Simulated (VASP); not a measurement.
A run of VASP 6.6.1:

The input INCAR:

```
  PREC = Accurate
  ENCUT = 520
  EDIFF = 1E-6
  ISMEAR = -1
  SIGMA = 0.02
  LREAL = Auto
  LASPH = True
  NELM = 60
  ALGO = Normal
  ISIF = 2
  LWAVE = False
  LCHARG = False
  GGA = PE
  IVDW = 12
  NBANDS = 70
```

The input KPOINTS:

```
Automatic mesh
0
Gamma
  1 1 1
```

The input POSCAR:

```
H10C5N2O
1.0
    7.2785630000      0.0000000000      0.0000000000
    0.0000000000      7.2785630000      0.0000000000
    0.0000000000      0.0000000000      7.2785630000
C O H N
10 2 20 4
Direct
    0.4793391223      1.0021621026      0.2015370342
    0.6514335316      0.4418042408      0.9786821932
    0.0598195001      0.0486359739      0.4486325117
    0.1180727569      0.1562671093      0.6114256344
    0.8356869344      0.5820104875      0.5179319050
    0.9635830589      0.5115020643      0.3781927834
    0.6216474323      1.0942544565      0.7202108438
    0.7553963605      0.9775143802      0.8049803237
    0.2085439118      0.6299869906      0.9540619488
    0.2801651919      0.6667387505      0.7757437835
    0.6058201324      0.8699519397      0.2769777496
    0.7072412508      0.6057376985      1.0669001560
    0.5327425207      1.1389610834      0.2411052841
    0.5953372939      0.7566053904      0.2056724658
    0.4892037068      0.9987136197      0.0459019177
    0.3391466145      0.9736537281      0.2549129547
    0.5352292753      0.3754037713      1.0510453781
    0.7875318246      0.6674256993      0.9831061433
    0.6187210305      0.4676884709      0.8323208853
    0.7594218804      0.3328541637      0.9862798467
    0.1222631445      0.0982748930      0.3198845706
    0.1048696013     -0.0943455460      0.4756845548
   -0.0918587914      0.0559588479      0.4252487751
    0.8101599176      0.7308997669      0.5188249384
    0.7076396811      0.5134804768      0.4971860517
    0.8925937716      0.5545462751      0.6560498274
    0.7082441960      1.1646529679      0.6152862866
    0.4980103902      1.0170963692      0.6614080279
    0.5678456036      1.1988080614      0.8128939737
    0.2871171136      0.7163639306      1.0494241789
    0.0563023223      0.6659556289      0.9589942410
    0.2253192011      0.4901104792      0.9971885934
    0.1550306015      0.2305400118      0.7466446330
    1.0735223423      0.4475333936      0.2826244686
    0.8741285883      0.8966742474      0.8684406524
    0.3344753628      0.7043423269      0.6294236926
```

Potentials or basis: VASP PAW PBE potentials, release 64 (C, O, H, N).

The run is started by

```console
$ cat potpaw_PBE.64/C/POTCAR potpaw_PBE.64/O/POTCAR potpaw_PBE.64/H/POTCAR potpaw_PBE.64/N/POTCAR > POTCAR
$ mpirun -np 1 vasp_gam > vasp.out
```

Hardware: 1 thread of AMD EPYC 9R45 96-Core Processor (Zen 5) (shared host).

Problem. How long does it take, and how much memory?

Solution. Run time: 23 s on 1 thread of AMD EPYC 9R45 96-Core Processor (Zen 5) (shared host), peak memory 0.33 GiB. Counts: scf iterations 16, k points 1.
